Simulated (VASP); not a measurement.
# VO2 (P4_2/mnm) in VASP: notebook, part 2 of 2

VASP 6.6.1. Earlier steps stand in the parts before.

## Step 3: Single point, LDA, collinear spin, ferromagnetic start

INCAR reads:

```
SYSTEM = VO2
PREC = Accurate ; ENCUT = 600
EDIFF = 1E-6 ; ISMEAR = -1
SIGMA = 0.05 ; LREAL = .FALSE.
LASPH = .TRUE. ; NELM = 200
ALGO = Normal ; ISIF = 2
LWAVE = .FALSE. ; LCHARG = .TRUE.
ISPIN = 2 ; MAGMOM = 2 2 0 0 0 0
LORBIT = 11 ; LMAXMIX = 4
LELF = .TRUE. ; LVHAR = .TRUE.
NBANDS = 38 ; GGA_COMPAT = .FALSE.
```

KPOINTS reads:

```
regular mesh
0
G
  6 6 9
  0 0 0
```

POSCAR reads:

```
VO2
1.0
    4.4462864423      0.0000000000      0.0000000000
    0.0000000000      4.4462864423      0.0000000000
    0.0000000000      0.0000000000      3.0033037399
V O
2 4
Direct
    0.5000000000      0.5000000000      0.5000000000
    0.0000000000      0.0000000000      0.0000000000
    0.2003580000      0.7996420000      0.5000000000
    0.7996420000      0.2003580000      0.5000000000
    0.7003580000      0.7003580000      0.0000000000
    0.2996420000      0.2996420000      0.0000000000
```

Potentials or basis: VASP PAW LDA potentials, release 64 (V_sv, O).

Run with:

```sh
> cat potpaw_LDA.64/V_sv/POTCAR potpaw_LDA.64/O/POTCAR > POTCAR
> mpirun -np 1 vasp_std > vasp.out
```

OUTCAR:

```text
SYSTEM = VO2
   PREC = Accurate
   ENCUT = 600
   EDIFF = 1E-6
   ISMEAR = -1
   LREAL = .FALSE.
   LASPH = .TRUE.
   NELM = 200
   ISIF = 2
   ISPIN = 2
   LORBIT = 11

 ion  position               nearest neighbor table
   1  0.500  0.500  0.500-   3 1.88   4 1.88   5 1.96   6 1.96   5 1.96   6 1.96
   2  0.000  0.000  0.000-   5 1.88   6 1.88   3 1.96   4 1.96   3 1.96   4 1.96
   3  0.200  0.800  0.500-   1 1.88   2 1.96   2 1.96
   4  0.800  0.200  0.500-   1 1.88   2 1.96   2 1.96
   5  0.700  0.700  0.000-   2 1.88   1 1.96   1 1.96
   6  0.300  0.300  0.000-   2 1.88   1 1.96   1 1.96

  LATTYP: Found a simple tetragonal cell.
 ALAT       =     4.4462864423
 C/A-ratio  =     0.6754633960

  Lattice vectors:

 A1 = (   4.4462864423,   0.0000000000,   0.0000000000)
 A2 = (   0.0000000000,   4.4462864423,   0.0000000000)
 A3 = (   0.0000000000,   0.0000000000,   3.0033037399)

Analysis of symmetry for initial positions (statically):
=====================================================================
 Subroutine PRICEL returns:
 Original cell was already a primitive cell.

 Routine SETGRP: Setting up the symmetry group for a
 simple tetragonal supercell.

 Subroutine GETGRP returns: Found 16 space group operations
 (whereof  8 operations were pure point group operations)
 out of a pool of 16 trial point group operations.

The static configuration has the point symmetry D_2h.
 The point group associated with its full space group is D_4h.

Analysis of symmetry for dynamics (positions and initial velocities):
=====================================================================
 Subroutine PRICEL returns:
 Original cell was already a primitive cell.

 Routine SETGRP: Setting up the symmetry group for a
 simple tetragonal supercell.

 Subroutine GETGRP returns: Found 16 space group operations
 (whereof  8 operations were pure point group operations)
 out of a pool of 16 trial point group operations.

The dynamic configuration has the point symmetry D_2h.
 The point group associated with its full space group is D_4h.

Analysis of structural, dynamic, and magnetic symmetry:
=====================================================================
 Subroutine PRICEL returns:
 Original cell was already a primitive cell.

 Routine SETGRP: Setting up the symmetry group for a
 simple tetragonal supercell.

 Subroutine GETGRP returns: Found 16 space group operations
 (whereof  8 operations were pure point group operations)
 out of a pool of 16 trial point group operations.

The overall configuration has the point symmetry D_2h.
 The point group associated with its full space group is D_4h.

 Subroutine INISYM returns: Found 16 space group operations
 (whereof  8 operations are pure point group operations),
 and found     1 'primitive' translations

----------------------------------------------------------------------------------------

                                     Primitive cell

  volume of cell :      59.3737

  direct lattice vectors                    reciprocal lattice vectors
     4.446286442  0.000000000  0.000000000     0.224906787  0.000000000  0.000000000
     0.000000000  4.446286442  0.000000000     0.000000000  0.224906787  0.000000000
     0.000000000  0.000000000  3.003303740     0.000000000  0.000000000  0.332966655

  length of vectors
     4.446286442  4.446286442  3.003303740     0.224906787  0.224906787  0.332966655
[... 89 lines left out ...]
   EDIFF  = 0.1E-05   stopping-criterion for ELM
   LREAL  =      F    real-space projection
[... 7 lines left out ...]
   TEBEG  =    0.0;   TEEND  =   0.0 temperature during run
   PSTRESS=    0.0 pullay stress
   NELECT =      50.0000    total number of electrons
   NUPDOWN=      -1.0000    fix difference up-down
   EMIN   =  10.00;   EMAX   =-10.00  energy-range for DOS
   EFERMI =   0.00;   METHOD = LEGACY
   ISMEAR =    -1;   SIGMA  =   0.05  broadening in eV -4-tet -1-fermi 0-gaus
   EFERMI_NEDOS =   21; number of points for ismear=-14 and -15
   IALGO  =     38    algorithm
   IMIX   =      4    mixing-type and parameters
     AMIX     =   0.40;   BMIX     =  1.00
     AMIX_MAG =   1.60;   BMIX_MAG =  1.00
  volume/ion in A,a.u.               =       9.90        66.78
  Fermi-wavevector in a.u.,A,eV,Ry     =   1.545967  2.921453 32.518100  2.390013
  Thomas-Fermi vector in A             =   2.651270
   LORBIT       =     11    0 simple, 1 ext, 2 COOP (PROOUT), +10 PAW based schemes
   GGA     = CA    functional components
   LHFCALC =     F    Hartree Fock is set to
   AEXX    =    0.0000 exact exchange contribution
   IVDW    =     0    specifies the selected vdW correction
   LEPSILON=     F    determine dielectric tensor
   LRPA    =     F    only Hartree local field effects (RPA)
 spin polarized calculation
  energy-cutoff  :      600.00
  volume of cell :       59.37
 maximum number of plane-waves:      2012
 NGX is ok and might be reduce to    36
   NGX = 17   NGY = 17   NGZ = 11

 number of electron      50.0000012 magnetization       1.9978174

 Free energy of the ion-electron system (eV)
  ---------------------------------------------------
  ext. energy  EPLUGINS =         0.00000000
  ---------------------------------------------------
  free energy    TOTEN  =       -57.04614809 eV

  energy without entropy =      -57.00851875  energy(sigma->0) =      -57.02733342

 E-fermi :   5.9952     XC(G=0): -12.3455

 val. band max:        5.9944907138   @ k =   0.0000   0.0000   0.4444
 cond. band min:       5.9958154624   @ k =   0.3333   0.3333   0.3333
 fundamental gap:      0.0013247486
 Fermi energy:         5.9952360130

 spin component 1

 k-point     1 :       0.0000    0.0000    0.0000
  band No.  band energies     occupation
      1     -59.2752      1.00000
      2     -59.2638      1.00000
      3     -33.5447      1.00000
      4     -33.5447      1.00000
      5     -33.4905      1.00000
      6     -33.4641      1.00000
[... 949 lines left out ...]
     36      15.8477      0.00000
     37      18.8989      0.00000

 [... further k-points ...]

 spin component 2

 k-point     1 :       0.0000    0.0000    0.0000
  band No.  band energies     occupation
      1     -58.2888      1.00000
      2     -58.2766      1.00000
      3     -32.6219      1.00000
      4     -32.6219      1.00000
      5     -32.5272      1.00000
      6     -32.4987      1.00000
[... 949 lines left out ...]
     36      15.9453      0.00000
     37      19.1326      0.00000

 [... further k-points ...]

 [bands above 37 left out]

------------------------ aborting loop because EDIFF is reached ----------------------------------------

  FORCE on cell =-STRESS in cart. coord.  units (eV):
  Direction    XX          YY          ZZ          XY          YZ          ZX
  --------------------------------------------------------------------------------------
  -------------------------------------------------------------------------------------
  Total       -2.4589600     -2.4589600    -10.5345119      0.0000000      0.0000000      0.0000000
  in kB      -66.3541224    -66.3541224   -284.2698935      0.0000000      0.0000000      0.0000000
  external PRESSURE =    -138.9927128 kB  Pullay stress =       0.0000000 kB

 VOLUME and BASIS-vectors are now :
 -----------------------------------------------------------------------------
  energy-cutoff  :      600.00
  volume of cell :       59.37
      direct lattice vectors                 reciprocal lattice vectors
     4.446286442  0.000000000  0.000000000     0.224906787  0.000000000  0.000000000
     0.000000000  4.446286442  0.000000000     0.000000000  0.224906787  0.000000000
     0.000000000  0.000000000  3.003303740     0.000000000  0.000000000  0.332966655

 POSITION                                       TOTAL-FORCE (eV/Angst)
 -----------------------------------------------------------------------------------
      2.22314      2.22314      1.50165         0.000000      0.000000      0.000000
      0.00000      0.00000      0.00000         0.000000      0.000000      0.000000
      0.89085      3.55544      1.50165        -0.219076      0.219076      0.000000
      3.55544      0.89085      1.50165         0.219076     -0.219076      0.000000
      3.11399      3.11399      0.00000        -0.219076     -0.219076      0.000000
      1.33229      1.33229      0.00000         0.219076      0.219076      0.000000
 -----------------------------------------------------------------------------------
    total drift:                                0.000000      0.000000      0.000000

  FREE ENERGIE OF THE ION-ELECTRON SYSTEM (eV)
  ---------------------------------------------------
  free  energy   TOTEN  =       -57.0461480885 eV

  energy  without entropy=      -57.0085187524  energy(sigma->0) =      -57.02733342

 total charge

# of ion       s       p       d       tot
------------------------------------------
    1        2.285   6.330   2.905  11.520
    2        2.285   6.330   2.905  11.520
    3        1.557   3.452   0.000   5.009
    4        1.557   3.452   0.000   5.009
    5        1.557   3.452   0.000   5.009
    6        1.557   3.452   0.000   5.009
--------------------------------------------------
tot         10.798  26.469   5.810  43.076

 magnetization (x)

# of ion       s       p       d       tot
------------------------------------------
    1        0.013   0.010   0.991   1.014
    2        0.013   0.010   0.991   1.014
    3       -0.002  -0.038   0.000  -0.039
    4       -0.002  -0.038   0.000  -0.039
    5       -0.002  -0.038   0.000  -0.039
    6       -0.002  -0.038   0.000  -0.039
--------------------------------------------------
tot          0.019  -0.131   1.982   1.871
```

Wall time 3.5 min (1 thread of Oxide Virtual Turin-like, shared host); peak memory 0.26 GiB.

What came out:

| Property | Result |
| --- | --- |
| Free energy | -57.0461 eV |
| Pressure | -13.9 GPa |
| Largest force | 0.310 eV/Å |
| Band gap on the k mesh | zero (filled and empty bands overlap) |
| Net moment | 2.00 μB per cell |
| Site moments | V +1.01; O -0.04 μB |
| Valence electrons inside the program's atomic spheres | V 11.52; O 5.01 |

Forces on the atoms (eV/Å):
```
V    0.000  0.000  0.000
V    0.000  0.000  0.000
O   -0.219  0.219  0.000
O    0.219 -0.219  0.000
O   -0.219 -0.219  0.000
O    0.219  0.219  0.000
```

Caveat: the stress differs along the axes, from -28 to -7 GPa; semilocal functionals often make such compounds metallic where correlation or magnetic order opens a gap, which also shifts bond lengths.

## Step 4: Single point, PBE, collinear spin, ferromagnetic start

INCAR reads:

```
PREC     = Accurate       # precision mode
ENCUT    = 600            # plane-wave cutoff, eV
EDIFF    = 1E-6           # SCF threshold, eV
ISMEAR   = -1             # smearing method
SIGMA    = 0.05           # smearing width, eV
LREAL    = False          # projectors in reciprocal space
LASPH    = True           # aspherical terms in the spheres
NELM     = 200            # most SCF steps
ALGO     = Normal         # electronic algorithm
ISIF     = 2              # what is computed and relaxed
LWAVE    = False          # write WAVECAR
LCHARG   = False          # write CHGCAR
ISPIN    = 2              # spin polarisation
MAGMOM   = 2 2 0 0 0 0    # initial moments
LORBIT   = 11             # projections on sites
LMAXMIX  = 4              # l up to which the mixer works
GGA      = PE             # functional
NBANDS   = 38             # bands
GGA_COMPAT= False
```

KPOINTS reads:

```
Automatic mesh
0
Gamma
  6 6 9
```

POSCAR is that of step 3.

Potentials or basis: VASP PAW PBE potentials, release 64 (V_sv, O).

Run with:

```sh
> cat potpaw_PBE.64/V_sv/POTCAR potpaw_PBE.64/O/POTCAR > POTCAR
> mpirun -np 1 vasp_std > vasp.out
```

Run time: 7.7 min. Hardware: 1 thread of Oxide Virtual Turin-like, shared host; peak memory 0.29 GiB.

Results (log left out):

- Free energy: -51.7536 eV
- Pressure: 0.7 GPa
- Largest force: 0.228 eV/Å
- Band gap on the k mesh: zero (filled and empty bands overlap)
- Net moment: 2.00 μB per cell
- Site moments: V +1.07; O -0.06 μB
- Valence electrons inside the program's atomic spheres: V 11.49; O 5.05

Forces on the atoms (eV/Å):
```
V    0.000  0.000  0.000
V    0.000  0.000  0.000
O   -0.161  0.161  0.000
O    0.161 -0.161  0.000
O   -0.161 -0.161  0.000
O    0.161  0.161  0.000
```

Stress tensor (GPa, compression positive):
```
  6.99   0.00   0.00
  0.00   6.99   0.00
  0.00   0.00 -11.93
```

Levels at points of the mesh, in eV from the Fermi level:
Spin up:
```csv
k point,band 24,band 25,band 26,band 27,band 28,band 29
"(0.00, 0.00, 0.00)",-1.16,-0.84,-0.51,-0.37,-0.36,-0.36
"(0.50, 0.00, 0.00)",-1.96,-0.14,-0.14,0.41,0.41,0.96
"(0.50, 0.50, 0.00)",-2.50,-0.77,-0.77,-0.33,-0.33,1.38
```
Spin down:
```
           k point  band 20  band 21  band 22  band 23  band 24  band 25  band 26  band 27  band 28  band 29
(0.00, 0.00, 0.00)    -3.86    -2.18    -1.78    -1.78    -1.32     0.54     0.69     0.75     0.83     0.83
(0.50, 0.00, 0.00)    -4.60    -3.39    -3.39    -2.09    -2.09     1.14     1.14     1.53     1.53     1.89
(0.50, 0.50, 0.00)    -3.52    -2.98    -2.98    -2.55    -2.55     0.53     0.53     0.87     0.87     2.18
```

Caveat: the stress differs along the axes, from -12 to 7 GPa; semilocal functionals often make such compounds metallic where correlation or magnetic order opens a gap, which also shifts bond lengths. With open d or f shells a metallic result of PBE can be an artefact of self-interaction; +U or a hybrid may open a gap.

## Step 5: Single point, PBE, collinear spin, ferromagnetic start

This run uses another cell than the first one, of 10.10 Å³/atom.

INCAR reads:

```
  PREC = Accurate
  ENCUT = 600
  EDIFF = 1E-6
  ISMEAR = -1
  SIGMA = 0.05
  LREAL = F
  LASPH = T
  NELM = 200
  ALGO = Normal
  ISIF = 2
  LWAVE = F
  LCHARG = F
  ISPIN = 2
  MAGMOM = 2 2 0 0 0 0
  LORBIT = 11
  LMAXMIX = 4
  GGA = PE
  NBANDS = 38
  GGA_COMPAT = F
```

KPOINTS reads:

```
regular mesh
0
Gamma
  6 6 9
```

Changes to POSCAR since step 4:

```diff
@@ -2,5 +2,5 @@
 1.0
-    4.4462864423      0.0000000000      0.0000000000
-    0.0000000000      4.4462864423      0.0000000000
-    0.0000000000      0.0000000000      3.0033037399
+    4.4769514558      0.0000000000      0.0000000000
+    0.0000000000      4.4769514558      0.0000000000
+    0.0000000000      0.0000000000      3.0240168340
 V O
```

Run with:

```sh
> cat potpaw_PBE.64/V_sv/POTCAR potpaw_PBE.64/O/POTCAR > POTCAR
> mpirun -np 1 vasp_std > vasp.out
```

Wall time 7.1 min (1 thread of Oxide Virtual Turin-like, shared host); peak memory 0.29 GiB.

It converged, with:

```yaml
Free_energy: -51.7447 eV
Pressure: -4.0 GPa
Largest_force: 0.235 eV/Å
Band_gap_on_the_k_mesh: zero (filled and empty bands overlap)
Net_moment: 2.00 μB per cell
Site_moments: V +1.08; O -0.06 μB
Valence_electrons_inside_the_program's_atomic_spheres: V 11.44; O 5.03
```

Forces in eV/Å, atoms in the order of the input:
```
V    0.000  0.000  0.000
V    0.000  0.000  0.000
O   -0.166  0.166  0.000
O    0.166 -0.166  0.000
O   -0.166 -0.166  0.000
O    0.166  0.166  0.000
```

Stress tensor (GPa, compression positive):
```
  2.06   0.00   0.00
  0.00   2.06   0.00
  0.00   0.00 -16.22
```

Levels at points of the mesh, in eV from the Fermi level:
Spin up:
```csv
k point,band 23,band 24,band 25,band 26,band 27,band 28,band 29,band 30
"(0.00, 0.00, 0.00)",-1.60,-1.09,-0.81,-0.50,-0.35,-0.34,-0.34,1.94
"(0.50, 0.00, 0.00)",-1.88,-1.88,-0.14,-0.14,0.40,0.40,0.95,0.95
"(0.50, 0.50, 0.00)",-2.43,-2.43,-0.74,-0.74,-0.31,-0.31,1.36,1.36
```
Spin down:
| k point | band 21 | band 22 | band 23 | band 24 | band 25 | band 26 | band 27 | band 28 |
| --- | --- | --- | --- | --- | --- | --- | --- | --- |
| (0.00, 0.00, 0.00) | -2.12 | -1.72 | -1.72 | -1.26 | 0.59 | 0.73 | 0.77 | 0.85 |
| (0.50, 0.00, 0.00) | -3.29 | -3.29 | -2.01 | -2.01 | 1.16 | 1.16 | 1.52 | 1.52 |
| (0.50, 0.50, 0.00) | -2.90 | -2.90 | -2.49 | -2.49 | 0.58 | 0.58 | 0.89 | 0.89 |

Caveat: the stress differs along the axes, from -16 to 2 GPa; semilocal functionals often make such compounds metallic where correlation or magnetic order opens a gap, which also shifts bond lengths. With open d or f shells a metallic result of PBE can be an artefact of self-interaction; +U or a hybrid may open a gap.

## Step 6: The runs side by side

| level | potentials or basis | cell | gap on the mesh (eV) | pressure (GPa) | moment (μB) | largest force (eV/Å) |
| --- | --- | --- | --- | --- | --- | --- |
| PBE exchange alone | VASP PAW PBE potentials, release 64 (V_sv, O) | a = 4.446, b = 4.446, c = 3.003 Å, 6 atoms | none | 22.8 | 2.00 | 0.14 |
| LDA | VASP PAW LDA potentials, release 64 (V_sv, O) | a = 4.446, b = 4.446, c = 3.003 Å, 6 atoms | none | -13.9 | 2.00 | 0.31 |
| PBE | VASP PAW PBE potentials, release 64 (V_sv, O) | a = 4.446, b = 4.446, c = 3.003 Å, 6 atoms | none | 0.7 | 2.00 | 0.23 |
| PBE | VASP PAW PBE potentials, release 64 (V_sv, O) | a = 4.477, b = 4.477, c = 3.024 Å, 6 atoms | none | -4.0 | 2.00 | 0.24 |

Alike in all rows: task single point; spin collinear, ferromagnetic start; k mesh 6 × 6 × 9; cutoff (eV) 600; smearing fermi-dirac 0.05 eV.

Caveats: semilocal functionals often make such compounds metallic where correlation or magnetic order opens a gap, which also shifts bond lengths; the stress differs along the axes, from 12 to 28 GPa (at least some runs); the stress differs along the axes, from -28 to -7 GPa (at least some runs); the stress differs along the axes, from -12 to 7 GPa (at least some runs); the stress differs along the axes, from -16 to 2 GPa (at least some runs).

Absolute energies hang on the potentials; compare differences alone.
